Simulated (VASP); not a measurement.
# RbAs4 (Cmmm) in VASP: a series of runs

The runs below take RbAs4 through single point, relaxation of cell and atoms, with PBE.

Everything below comes from runs of VASP 6.6.1. Logs are shortened: lines on timing, memory, paths and dates and some standing lists are left out, and cuts for length are marked.

## (1) The cell of the first run

Symmetry: Cmmm, No. 65, orthorhombic system. Conventional cell: a = 7.540 Å, b = 9.734 Å, c = 4.515 Å, α = 90.00°, β = 90.00°, γ = 90.00°. Rb (site symmetry mmm) has 10 As at 3.43 to 3.96 Å and 2 Rb at 4.51 Å within 4.6 Å. As (site symmetry m2m) has 5 As at 2.43 to 2.83 Å within 3.2 Å. Within 3.1 Å of As (site symmetry 2mm) lie 5 As at 2.38 to 2.83 Å.

## (2) Single point, PBE (atoms taken out)

INCAR

```
ALGO     = Normal         # electronic algorithm
EDIFF    = 1E-7           # SCF threshold, eV
ENCUT    = 520            # plane-wave cutoff, eV
GGA      = PE             # functional
ISIF     = 2              # what is computed and relaxed
ISMEAR   = 0              # smearing method
LASPH    = T              # aspherical terms in the spheres
LCHARG   = T              # write CHGCAR
LELF     = T              # ELF
LREAL    = F              # projectors in reciprocal space
LVHAR    = T            
LWAVE    = F              # write WAVECAR
NBANDS   = 22             # bands
NELM     = 100            # most SCF steps
PREC     = Accurate       # precision mode
SIGMA    = 0.1            # smearing width, eV
```

KPOINTS

```
k-points
0
Gamma
  4 4 4
```

POSCAR

```
RbAs4
1.0
    3.7699365691     -4.8667582590      0.0000000000
    3.7699365691      4.8667582590      0.0000000000
    0.0000000000      0.0000000000      4.5147410306
Rb As
1 4
Direct
    0.0000000000      0.0000000000      0.0000000000
    0.6247642965      0.3752357035      0.0000000000
    0.3752357035      0.6247642965      0.0000000000
    0.6580551086      0.6580551086      0.5000000000
    0.3419448914      0.3419448914      0.5000000000
```

Potentials or basis: VASP PAW PBE potentials, release 64 (Rb_sv, As).

Launch:

```console
$ cat potpaw_PBE.64/Rb_sv/POTCAR potpaw_PBE.64/As/POTCAR > POTCAR
$ mpirun -np 1 vasp_std > vasp.out
```

OUTCAR:

```text
EDIFF = 1E-7
   ENCUT = 520
   GGA = PE
   ISIF = 2
   ISMEAR = 0
   LASPH = T
   LREAL = F
   NELM = 100
   PREC = Accurate

 ion  position               nearest neighbor table
   1  0.000  0.000  0.000-   4 3.43   5 3.43   4 3.43   5 3.43   2 3.65   3 3.65   2 3.96   3 3.96
                             2 3.96   3 3.96
   2  0.625  0.375  0.000-   3 2.43   4 2.83   5 2.83   4 2.83   5 2.83   1 3.65   1 3.96   1 3.96

   3  0.375  0.625  0.000-   2 2.43   4 2.83   5 2.83   4 2.83   5 2.83   1 3.65   1 3.96   1 3.96

   4  0.658  0.658  0.500-   5 2.38   3 2.83   2 2.83   2 2.83   3 2.83   1 3.43   1 3.43
   5  0.342  0.342  0.500-   4 2.38   3 2.83   2 2.83   2 2.83   3 2.83   1 3.43   1 3.43

  LATTYP: Found a base centered orthorhombic cell.
 ALAT       =     7.5398731382
 B/A-ratio  =     1.2909390304
 C/A-ratio  =     0.5987820946

  Lattice vectors:

 A1 = (   3.7699365691,  -4.8667582590,   0.0000000000)
 A2 = (   3.7699365691,   4.8667582590,   0.0000000000)
 A3 = (   0.0000000000,   0.0000000000,   4.5147410306)

Analysis of symmetry for initial positions (statically):
=====================================================================
 Subroutine PRICEL returns:
 Original cell was already a primitive cell.

 Routine SETGRP: Setting up the symmetry group for a
 base centered orthorhombic supercell.

 Subroutine GETGRP returns: Found  8 space group operations
 (whereof  8 operations were pure point group operations)
 out of a pool of  8 trial point group operations.

The static configuration has the point symmetry D_2h.

Analysis of symmetry for dynamics (positions and initial velocities):
=====================================================================
 Subroutine PRICEL returns:
 Original cell was already a primitive cell.

 Routine SETGRP: Setting up the symmetry group for a
 base centered orthorhombic supercell.

 Subroutine GETGRP returns: Found  8 space group operations
 (whereof  8 operations were pure point group operations)
 out of a pool of  8 trial point group operations.

The dynamic configuration has the point symmetry D_2h.

 Subroutine INISYM returns: Found  8 space group operations
 (whereof  8 operations are pure point group operations),
 and found     1 'primitive' translations

----------------------------------------------------------------------------------------

                                     Primitive cell

  volume of cell :     165.6672

  direct lattice vectors                    reciprocal lattice vectors
     3.769936569 -4.866758259  0.000000000     0.132628226 -0.102737792  0.000000000
     3.769936569  4.866758259  0.000000000     0.132628226  0.102737792  0.000000000
     0.000000000  0.000000000  4.514741031     0.000000000  0.000000000  0.221496647

  length of vectors
     6.156115471  6.156115471  4.514741031     0.167765611  0.167765611  0.221496647

  position of ions in fractional coordinates (direct lattice)
     0.000000000  0.000000000  0.000000000
     0.624764296  0.375235704  0.000000000
     0.375235704  0.624764296  0.000000000
     0.658055109  0.658055109  0.500000000
     0.341944891  0.341944891  0.500000000

  ion indices of the primitive-cell ions
   primitive index   ion index
                 1           1
                 2           2
                 3           3
                 4           4
                 5           5

----------------------------------------------------------------------------------------

 KPOINTS: k-points

Automatic generation of k-mesh.
 Grid dimensions read from file:
 generate k-points for:    4    4    4

 Generating k-lattice:

  Cartesian coordinates                     Fractional coordinates (reciprocal lattice)
     0.033157057 -0.025684448  0.000000000     0.250000000  0.000000000  0.000000000
     0.033157057  0.025684448  0.000000000     0.000000000  0.250000000  0.000000000
     0.000000000  0.000000000  0.055374162     0.000000000  0.000000000  0.250000000

  Length of vectors
     0.041941403  0.041941403  0.055374162

  Shift w.r.t. Gamma in fractional coordinates (k-lattice)
     0.000000000  0.000000000  0.000000000

 Subroutine IBZKPT returns following result:
 ===========================================

 Found     21 irreducible k-points:

 Following reciprocal coordinates:
            Coordinates               Weight
  0.000000  0.000000  0.000000      1.000000
  0.250000  0.000000  0.000000      4.000000
  0.500000  0.000000  0.000000      2.000000
  0.250000  0.250000  0.000000      2.000000
  0.500000  0.250000  0.000000      4.000000
 -0.250000  0.250000  0.000000      2.000000
[... 13 lines left out ...]
 -0.250000  0.250000  0.500000      2.000000
  0.500000  0.500000  0.500000      1.000000
   k-points           NKPTS =     21   k-points in BZ     NKDIM =     21   number of bands    NBANDS=     22
   number of dos      NEDOS =    301   number of ions     NIONS =      5
   total plane-waves  NPLWV =  82944
   dimension x,y,z NGX =    48 NGY =   48 NGZ =   36
   dimension x,y,z NGXF=    96 NGYF=   96 NGZF=   72
   ions per type =               1   4
   NGX,Y,Z   is equivalent  to a cutoff of  12.96, 12.96, 13.26 a.u.
   NGXF,Y,Z  is equivalent  to a cutoff of  25.92, 25.92, 26.51 a.u.
 SYSTEM =  unknown system
   PREC   = accura    normal or accurate (medium, high low for compatibility)
   ISTART =      0    job   : 0-new  1-cont  2-samecut
   ICHARG =      2    charge: 1-file 2-atom 10-const
   ISPIN  =      1    spin polarized calculation?
   LNONCOLLINEAR =      F non collinear calculations
   LSORBIT =      F    spin-orbit coupling
   LASPH  =      T    aspherical Exc in radial PAW
   ENCUT  =  520.0 eV  38.22 Ry    6.18 a.u.  11.45 11.45  8.39*2*pi/ulx,y,z
   NELM   =    100;   NELMIN=  2; NELMDL= -5     # of ELM steps
   EDIFF  = 0.1E-06   stopping-criterion for ELM
   LREAL  =      F    real-space projection
   EDIFFG = 0.1E-05   stopping-criterion for IOM
   NSW    =      0    number of steps for IOM
   IBRION =     -1    ionic relax: 0-MD 1-quasi-New 2-CG
   NFREE  =      0    steps in history (QN), initial steepest desc. (CG)
   ISIF   =      2    stress and relaxation
   ISYM   =      2    0-nonsym 1-usesym 2-fastsym
   POTIM  = 0.5000    time-step for ionic-motion
   TEBEG  =    0.0;   TEEND  =   0.0 temperature during run
   PSTRESS=    0.0 pullay stress
   NELECT =      29.0000    total number of electrons
   NUPDOWN=      -1.0000    fix difference up-down
   EMIN   =  10.00;   EMAX   =-10.00  energy-range for DOS
   EFERMI =   0.00;   METHOD = LEGACY
   ISMEAR =     0;   SIGMA  =   0.10  broadening in eV -4-tet -1-fermi 0-gaus
   EFERMI_NEDOS =   21; number of points for ismear=-14 and -15
   IALGO  =     38    algorithm
   IMIX   =      4    mixing-type and parameters
     AMIX     =   0.40;   BMIX     =  1.00
     AMIX_MAG =   1.60;   BMIX_MAG =  1.00
  volume/ion in A,a.u.               =      33.13       223.60
  Fermi-wavevector in a.u.,A,eV,Ry     =   0.915789  1.730590 11.410784  0.838669
  Thomas-Fermi vector in A             =   2.040570
   LORBIT       =      0    0 simple, 1 ext, 2 COOP (PROOUT), +10 PAW based schemes
   GGA     = PE    functional components
   LHFCALC =     F    Hartree Fock is set to
   AEXX    =    0.0000 exact exchange contribution
   IVDW    =     0    specifies the selected vdW correction
   LEPSILON=     F    determine dielectric tensor
   LRPA    =     F    only Hartree local field effects (RPA)
 non-spin polarized calculation
 Gauss-broadening in eV      SIGMA  =   0.10
  energy-cutoff  :      520.00
  volume of cell :      165.67
 maximum number of plane-waves:      4493
 NGX is ok and might be reduce to    48
   NGX = 23   NGY = 23   NGZ = 17

 number of electron      28.9999999 magnetization

 Free energy of the ion-electron system (eV)
  ---------------------------------------------------
  ext. energy  EPLUGINS =         0.00000000
  ---------------------------------------------------
  free energy    TOTEN  =       -19.22838946 eV

  energy without entropy =      -19.22493368  energy(sigma->0) =      -19.22666157

 E-fermi :   2.2756     XC(G=0):  -7.8714

 val. band max:        2.1856299386   @ k =   0.0000   0.0000   0.5000
 cond. band min:       2.3034569561   @ k =  -0.2500   0.2500   0.5000
 fundamental gap:      0.1178270176
 Fermi energy:         2.2756075558

 k-point     1 :       0.0000    0.0000    0.0000
  band No.  band energies     occupation
      1     -25.6635      2.00000
      2     -12.2026      2.00000
      3      -9.8945      2.00000
      4      -9.7861      2.00000
      5      -9.7816      2.00000
      6      -7.2030      2.00000
[... 14 lines left out ...]
     21       5.9615      0.00000
     22       6.7227      0.00000

 k-point     2 :       0.2500    0.0000    0.0000
  band No.  band energies     occupation
      1     -25.6634      2.00000
      2     -12.2142      2.00000
      3      -9.8162      2.00000
      4      -9.7853      2.00000
      5      -9.7799      2.00000
      6      -7.3029      2.00000
[... 14 lines left out ...]
     21       6.6466      0.00000
     22       6.6916      0.00000

 k-point     3 :       0.5000    0.0000    0.0000
  band No.  band energies     occupation
      1     -25.6633      2.00000
      2     -12.2253      2.00000
      3      -9.7906      2.00000
      4      -9.7845      2.00000
      5      -9.7181      2.00000
      6      -7.4608      2.00000
[... 14 lines left out ...]
     21       6.1990      0.00000
     22       7.4771      0.00000

 k-point     4 :       0.2500    0.2500    0.0000
  band No.  band energies     occupation
      1     -25.6633      2.00000
      2     -12.2232      2.00000
      3      -9.7994      2.00000
      4      -9.7845      2.00000
      5      -9.7247      2.00000
      6      -7.4196      2.00000
[... 14 lines left out ...]
     21       6.7133      0.00000
     22       6.8993      0.00000

 k-point     5 :       0.5000    0.2500    0.0000
  band No.  band energies     occupation
      1     -25.6633      2.00000
      2     -12.1954      2.00000
      3      -9.8246      2.00000
      4      -9.7978      2.00000
      5      -9.7845      2.00000
      6      -7.3591      2.00000
[... 14 lines left out ...]
     21       6.5787      0.00000
     22       6.7729      0.00000

 k-point     6 :      -0.2500    0.2500    0.0000
  band No.  band energies     occupation
      1     -25.6634      2.00000
      2     -12.1858      2.00000
      3      -9.9022      2.00000
      4      -9.7865      2.00000
      5      -9.7853      2.00000
      6      -7.3181      2.00000
[... 14 lines left out ...]
     21       5.7692      0.00000
     22       6.9583      0.00000

 k-point     7 :       0.5000    0.5000    0.0000
  band No.  band energies     occupation
      1     -25.6632      2.00000
      2     -12.1640      2.00000
      3      -9.9099      2.00000
      4      -9.8220      2.00000
      5      -9.7846      2.00000
      6      -7.3388      2.00000
[... 249 lines left out ...]
      6      -9.6138      2.00000
[... 14 lines left out ...]
     21       6.4049      0.00000
     22       7.1146      0.00000

 k-point    18 :       0.2500    0.2500    0.5000
  band No.  band energies     occupation
      1     -25.6565      2.00000
      2     -10.5770      2.00000
      3     -10.5279      2.00000
      4     -10.0227      2.00000
      5      -9.7789      2.00000
      6      -9.6339      2.00000
[... 14 lines left out ...]
     21       6.9718      0.00000
     22       6.9911      0.00000

 k-point    19 :       0.5000    0.2500    0.5000
  band No.  band energies     occupation
      1     -25.6564      2.00000
      2     -10.6307      2.00000
      3     -10.4828      2.00000
      4      -9.9248      2.00000
      5      -9.7780      2.00000
      6      -9.6877      2.00000
[... 14 lines left out ...]
     21       6.3143      0.00000
     22       7.0009      0.00000

 k-point    20 :      -0.2500    0.2500    0.5000
  band No.  band energies     occupation
      1     -25.6565      2.00000
      2     -10.6928      2.00000
      3     -10.4546      2.00000
      4      -9.8267      2.00000
      5      -9.7691      2.00000
      6      -9.7384      2.00000
[... 14 lines left out ...]
     21       6.4729      0.00000
     22       6.7087      0.00000

 k-point    21 :       0.5000    0.5000    0.5000
  band No.  band energies     occupation
      1     -25.6564      2.00000
      2     -10.6736      2.00000
      3     -10.4055      2.00000
      4      -9.8350      2.00000
      5      -9.7961      2.00000
      6      -9.7730      2.00000
[... 14 lines left out ...]
     21       6.2850      0.00000
     22       6.3513      0.00000

------------------------ aborting loop because EDIFF is reached ----------------------------------------

  FORCE on cell =-STRESS in cart. coord.  units (eV):
  Direction    XX          YY          ZZ          XY          YZ          ZX
  --------------------------------------------------------------------------------------
  -------------------------------------------------------------------------------------
  Total        0.1684006      0.1739729      0.0099486      0.0000000      0.0000000      0.0000000
  in kB        1.6286117      1.6825018      0.0962137      0.0000000      0.0000000      0.0000000
  external PRESSURE =       1.1357757 kB  Pullay stress =       0.0000000 kB

 VOLUME and BASIS-vectors are now :
 -----------------------------------------------------------------------------
  energy-cutoff  :      520.00
  volume of cell :      165.67
      direct lattice vectors                 reciprocal lattice vectors
     3.769936569 -4.866758259  0.000000000     0.132628226 -0.102737792  0.000000000
     3.769936569  4.866758259  0.000000000     0.132628226  0.102737792  0.000000000
     0.000000000  0.000000000  4.514741031     0.000000000  0.000000000  0.221496647

 POSITION                                       TOTAL-FORCE (eV/Angst)
 -----------------------------------------------------------------------------------
      0.00000      0.00000      0.00000         0.000000      0.000000     -0.000000
      3.76994     -1.21440      0.00000         0.000000     -0.048929      0.000000
      3.76994      1.21440      0.00000         0.000000      0.048929     -0.000000
      4.96165      0.00000      2.25737         0.047143      0.000000      0.000000
      2.57822      0.00000      2.25737        -0.047143      0.000000     -0.000000
 -----------------------------------------------------------------------------------
    total drift:                                0.000000      0.000000      0.000000

  FREE ENERGIE OF THE ION-ELECTRON SYSTEM (eV)
  ---------------------------------------------------
  free  energy   TOTEN  =       -19.2283894610 eV

  energy  without entropy=      -19.2249336829  energy(sigma->0) =      -19.22666157
```

It took 2.4 min on 1 thread of Intel Xeon 8259CL, shared host; peak memory 0.3 GiB.

Results:

```yaml
Free_energy: -19.2284 eV
Pressure: 0.1 GPa
Largest_force: 0.049 eV/Å
Band_gap_on_the_k_mesh: zero (an odd number of electrons rules out a gap without spin polarisation)
```

Forces in eV/Å, atoms in the order of the input:
```
Rb   0.000  0.000  0.000
As   0.000 -0.049  0.000
As   0.000  0.049  0.000
As   0.047  0.000  0.000
As  -0.047  0.000  0.000
```

Caveat: the cell differs from its parent crystal (atoms taken out).

(Part 1 of 2 ends here.)

The gap in the log of VASP goes by the Fermi energy; the results here count the filled bands.